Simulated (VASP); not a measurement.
A run of VASP 6.6.1 is set up as follows.

INCAR

```
SYSTEM = Se
PREC = Accurate ; ENCUT = 520
EDIFF = 1E-6 ; ISMEAR = 0
SIGMA = 0.1 ; LREAL = .False.
LASPH = .True. ; NELM = 80
ALGO = Normal ; ISIF = 2
LWAVE = .False. ; LCHARG = .False.
GGA = PS ; NBANDS = 20
```

Contents of KPOINTS:

```
regular mesh
0
Gamma
  10 6 14
  0 0 0
```

POSCAR

```
Se
1.0
    3.9996502625      0.0000000000      0.0000000000
    0.0000000000      7.9116635052      0.0000000000
    0.0000000000      0.0000000000      2.7697398180
Se
4
Direct
    0.7137390930      0.3768879365      0.5000000000
    0.7862609070      0.8768879365      0.5000000000
    0.2862609070      0.6231120635      0.5000000000
    0.2137390930      0.1231120635      0.5000000000
```

Potentials or basis: VASP PAW PBE potentials, release 64 (Se).

Run with:

```sh
$ cat potpaw_PBE.64/Se/POTCAR > POTCAR
$ mpirun -np 1 vasp_std > vasp.out
```

(1) What does it give for the band gap on the k mesh?

(2) Estimate the largest force.

(3) Predict the pressure.

## Answers

(1) zero (bands 12 and 13 overlap by 4.52 eV).

(2) 0.007 eV/Å.

(3) 0.1 GPa.

Caveat: the PAW data sets were made with another functional, which shifts forces and pressure a little.
